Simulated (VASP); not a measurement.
# C (R-3m) in VASP: further runs, part 2 of 2

VASP 6.6.1. Earlier steps stand in the parts before.

**3. Single point, LDA**

This run uses another cell than the first one, of 10.69 Å³/atom, 1.043 times its volume.

Contents of INCAR:

```
SYSTEM = C
PREC     = Accurate       ! precision mode
ENCUT    = 520            ! plane-wave cutoff, eV
EDIFF    = 1E-7           ! SCF threshold, eV
ISMEAR   = -1             ! smearing method
SIGMA    = 0.05           ! smearing width, eV
LREAL    = .FALSE.        ! projectors in reciprocal space
LASPH    = .TRUE.         ! aspherical terms in the spheres
NELM     = 60             ! most SCF steps
ALGO     = Normal         ! electronic algorithm
ISIF     = 2              ! what is computed and relaxed
LWAVE    = .FALSE.        ! write WAVECAR
LCHARG   = .FALSE.        ! write CHGCAR
GGA      = CA             ! functional
NBANDS   = 16             ! bands
```

Contents of KPOINTS:

```
regular mesh
0
G
  12 12 12
  0 0 0
```

Contents of POSCAR:

```
C
1.0
    1.2249114179      0.7072029369      8.2270254061
   -1.2249114179      0.7072029369      8.2270254061
    0.0000000000     -1.4144058737      8.2270254061
C
4
Direct
    0.0871730800      0.0871730800      0.0871730800
    0.7538500600      0.7538500600      0.7538500600
    0.2461499400      0.2461499400      0.2461499400
    0.9128269200      0.9128269200      0.9128269200
```

Potentials or basis: VASP PAW LDA potentials, release 64 (C).

Started as:

```sh
$ cat potpaw_LDA.64/C/POTCAR > POTCAR
$ mpirun -np 1 vasp_std > vasp.out
```

OUTCAR:

```text
SYSTEM = C
   PREC = Accurate
   ENCUT = 520
   EDIFF = 1E-7
   ISMEAR = -1
   LREAL = .FALSE.
   LASPH = .TRUE.
   NELM = 60
   ISIF = 2
   GGA = CA

 ion  position               nearest neighbor table
   1  0.087  0.087  0.087-   2 1.41   2 1.41   2 1.41
   2  0.754  0.754  0.754-   1 1.41   1 1.41   1 1.41
   3  0.246  0.246  0.246-   4 1.41   4 1.41   4 1.41
   4  0.913  0.913  0.913-   3 1.41   3 1.41   3 1.41

  LATTYP: Found a trigonal (rhomboedric) cell.
 ALAT       =     8.3477237022
 COS(alpha) =     0.9569371044

  Lattice vectors:

 A1 = (   1.2249114179,   0.7072029369,   8.2270254061)
 A2 = (  -1.2249114179,   0.7072029369,   8.2270254061)
 A3 = (   0.0000000000,  -1.4144058737,   8.2270254061)

Analysis of symmetry for initial positions (statically):
=====================================================================
 Subroutine PRICEL returns:
 Original cell was already a primitive cell.

 Routine SETGRP: Setting up the symmetry group for a
 trigonal (rhombohedral) supercell.

 Subroutine GETGRP returns: Found 12 space group operations
 (whereof 12 operations were pure point group operations)
 out of a pool of 12 trial point group operations.

The static configuration has the point symmetry D_3d.

Analysis of symmetry for dynamics (positions and initial velocities):
=====================================================================
 Subroutine PRICEL returns:
 Original cell was already a primitive cell.

 Routine SETGRP: Setting up the symmetry group for a
 trigonal (rhombohedral) supercell.

 Subroutine GETGRP returns: Found 12 space group operations
 (whereof 12 operations were pure point group operations)
 out of a pool of 12 trial point group operations.

The dynamic configuration has the point symmetry D_3d.

 Subroutine INISYM returns: Found 12 space group operations
 (whereof 12 operations are pure point group operations),
 and found     1 'primitive' translations

----------------------------------------------------------------------------------------

                                     Primitive cell

  volume of cell :      42.7605

  direct lattice vectors                    reciprocal lattice vectors
     1.224911418  0.707202937  8.227025406     0.408192783  0.235670213  0.040516872
    -1.224911418  0.707202937  8.227025406    -0.408192783  0.235670213  0.040516872
     0.000000000 -1.414405874  8.227025406     0.000000000 -0.471340426  0.040516872

  length of vectors
     8.347723702  8.347723702  8.347723702     0.473078655  0.473078655  0.473078655

  position of ions in fractional coordinates (direct lattice)
     0.087173080  0.087173080  0.087173080
     0.753850060  0.753850060  0.753850060
     0.246149940  0.246149940  0.246149940
     0.912826920  0.912826920  0.912826920

  ion indices of the primitive-cell ions
   primitive index   ion index
                 1           1
                 2           2
                 3           3
                 4           4

----------------------------------------------------------------------------------------

 KPOINTS: regular mesh

Automatic generation of k-mesh.
 Grid dimensions read from file:
 generate k-points for:   12   12   12

 Generating k-lattice:

  Cartesian coordinates                     Fractional coordinates (reciprocal lattice)
     0.034016065  0.019639184  0.003376406     0.083333333 -0.000000000  0.000000000
    -0.034016065  0.019639184  0.003376406    -0.000000000  0.083333333  0.000000000
     0.000000000 -0.039278369  0.003376406     0.000000000  0.000000000  0.083333333

  Length of vectors
     0.039423221  0.039423221  0.039423221

  Shift w.r.t. Gamma in fractional coordinates (k-lattice)
     0.000000000  0.000000000  0.000000000

 Subroutine IBZKPT returns following result:
 ===========================================

 Found    189 irreducible k-points:

 Following reciprocal coordinates:
            Coordinates               Weight
  0.000000  0.000000  0.000000      1.000000
  0.083333  0.000000 -0.000000      6.000000
  0.166667  0.000000 -0.000000      6.000000
  0.250000  0.000000  0.000000      6.000000
  0.333333  0.000000 -0.000000      6.000000
  0.416667 -0.000000 -0.000000      6.000000
[... 16 lines left out ...]
  0.500000  0.166667 -0.000000     12.000000
 -0.416667  0.166667  0.000000     12.000000
 [... further k-points ...]
   k-points           NKPTS =    189   k-points in BZ     NKDIM =    189   number of bands    NBANDS=     16
   number of dos      NEDOS =    301   number of ions     NIONS =      4
   total plane-waves  NPLWV = 262144
   dimension x,y,z NGX =    64 NGY =   64 NGZ =   64
   dimension x,y,z NGXF=   128 NGYF=  128 NGZF=  128
   ions per type =               4
   NGX,Y,Z   is equivalent  to a cutoff of  12.75, 12.75, 12.75 a.u.
   NGXF,Y,Z  is equivalent  to a cutoff of  25.49, 25.49, 25.49 a.u.
 SYSTEM =  C
   PREC   = accura    normal or accurate (medium, high low for compatibility)
   ISTART =      0    job   : 0-new  1-cont  2-samecut
   ICHARG =      2    charge: 1-file 2-atom 10-const
   ISPIN  =      1    spin polarized calculation?
   LNONCOLLINEAR =      F non collinear calculations
   LSORBIT =      F    spin-orbit coupling
   LASPH  =      T    aspherical Exc in radial PAW
   ENCUT  =  520.0 eV  38.22 Ry    6.18 a.u.  15.52 15.52 15.52*2*pi/ulx,y,z
   NELM   =     60;   NELMIN=  2; NELMDL= -5     # of ELM steps
   EDIFF  = 0.1E-06   stopping-criterion for ELM
   LREAL  =      F    real-space projection
   EDIFFG = 0.1E-05   stopping-criterion for IOM
   NSW    =      0    number of steps for IOM
   IBRION =     -1    ionic relax: 0-MD 1-quasi-New 2-CG
   NFREE  =      0    steps in history (QN), initial steepest desc. (CG)
   ISIF   =      2    stress and relaxation
   ISYM   =      2    0-nonsym 1-usesym 2-fastsym
   POTIM  = 0.5000    time-step for ionic-motion
   TEBEG  =    0.0;   TEEND  =   0.0 temperature during run
   PSTRESS=    0.0 pullay stress
   NELECT =      16.0000    total number of electrons
   NUPDOWN=      -1.0000    fix difference up-down
   EMIN   =  10.00;   EMAX   =-10.00  energy-range for DOS
   EFERMI =   0.00;   METHOD = LEGACY
   ISMEAR =    -1;   SIGMA  =   0.05  broadening in eV -4-tet -1-fermi 0-gaus
   EFERMI_NEDOS =   21; number of points for ismear=-14 and -15
   IALGO  =     38    algorithm
   IMIX   =      4    mixing-type and parameters
     AMIX     =   0.40;   BMIX     =  1.00
     AMIX_MAG =   1.60;   BMIX_MAG =  1.00
  volume/ion in A,a.u.               =      10.69        72.14
  Fermi-wavevector in a.u.,A,eV,Ry     =   1.179688  2.229287 18.934740  1.391664
  Thomas-Fermi vector in A             =   2.315994
   LORBIT       =      0    0 simple, 1 ext, 2 COOP (PROOUT), +10 PAW based schemes
   GGA     = CA    functional components
   LHFCALC =     F    Hartree Fock is set to
   AEXX    =    0.0000 exact exchange contribution
   IVDW    =     0    specifies the selected vdW correction
   LEPSILON=     F    determine dielectric tensor
   LRPA    =     F    only Hartree local field effects (RPA)
 non-spin polarized calculation
  energy-cutoff  :      520.00
  volume of cell :       42.76
 maximum number of plane-waves:      1177
 NGX is ok and might be reduce to    64
   NGX = 31   NGY = 31   NGZ = 31

 number of electron      16.0000001 magnetization

 Free energy of the ion-electron system (eV)
  ---------------------------------------------------
  ext. energy  EPLUGINS =         0.00000000
  ---------------------------------------------------
  free energy    TOTEN  =       -40.38136510 eV

  energy without entropy =      -40.37989869  energy(sigma->0) =      -40.38063190

 E-fermi :   3.0072     XC(G=0):  -9.4423

 val. band max:        2.9074493458   @ k =  -0.3333   0.3333   0.0000
 cond. band min:       3.1057038430   @ k =  -0.3333   0.3333   0.0000
 fundamental gap:      0.1982544971
 Fermi energy:         3.0072332672

 k-point     1 :       0.0000    0.0000    0.0000
  band No.  band energies     occupation
      1     -16.4742      2.00000
      2     -16.4135      2.00000
      3      -5.0960      2.00000
      4      -4.4225      2.00000
      5      -0.0216      2.00000
      6      -0.0216      2.00000
[... 8 lines left out ...]
     15      14.5094      0.00000
     16      14.5689      0.00000
[... 419 lines left out ...]
 k-point    24 :      -0.4167    0.1667    0.0000
  band No.  band energies     occupation
      1     -10.6866      2.00000
      2     -10.6545      2.00000
      3      -9.8522      2.00000
      4      -9.8258      2.00000
      5      -5.2657      2.00000
      6      -5.2576      2.00000
[... 8 lines left out ...]
     15      14.1703      0.00000
     16      15.9596      0.00000

 [... further k-points ...]
[... 5 lines left out ...]
  --------------------------------------------------------------------------------------
  -------------------------------------------------------------------------------------
  Total       -0.2548651     -0.2548651     -0.2887880      0.0000000     -0.0000000     -0.0000000
  in kB       -9.5494461     -9.5494461    -10.8204893      0.0000000     -0.0000000     -0.0000000
  external PRESSURE =      -9.9731271 kB  Pullay stress =       0.0000000 kB

 VOLUME and BASIS-vectors are now :
 -----------------------------------------------------------------------------
  energy-cutoff  :      520.00
  volume of cell :       42.76
      direct lattice vectors                 reciprocal lattice vectors
     1.224911418  0.707202937  8.227025406     0.408192783  0.235670213  0.040516872
    -1.224911418  0.707202937  8.227025406    -0.408192783  0.235670213  0.040516872
     0.000000000 -1.414405874  8.227025406     0.000000000 -0.471340426  0.040516872

 POSITION                                       TOTAL-FORCE (eV/Angst)
 -----------------------------------------------------------------------------------
      0.00000      0.00000      2.15153         0.000000      0.000000      0.008793
      0.00000      0.00000     18.60583         0.000000      0.000000      0.001382
      0.00000      0.00000      6.07525         0.000000     -0.000000     -0.001382
      0.00000      0.00000     22.52955         0.000000     -0.000000     -0.008793
 -----------------------------------------------------------------------------------
    total drift:                               -0.000000     -0.000000      0.000000

  FREE ENERGIE OF THE ION-ELECTRON SYSTEM (eV)
  ---------------------------------------------------
  free  energy   TOTEN  =       -40.3813651044 eV

  energy  without entropy=      -40.3798986910  energy(sigma->0) =      -40.38063190
```

Run time: 9.1 min. Hardware: 1 thread of Intel Xeon 6975P-C (Granite Rapids), shared host; peak memory 0.43 GiB.

Results:

```yaml
Free_energy: -40.3814 eV
Pressure: -1.0 GPa
Largest_force: 0.009 eV/Å
Band_gap_on_the_k_mesh: 0.20 eV, direct
```

Forces on the atoms (eV/Å):
```
C    0.000  0.000  0.009
C    0.000  0.000  0.001
C    0.000  0.000 -0.001
C    0.000  0.000 -0.009
```
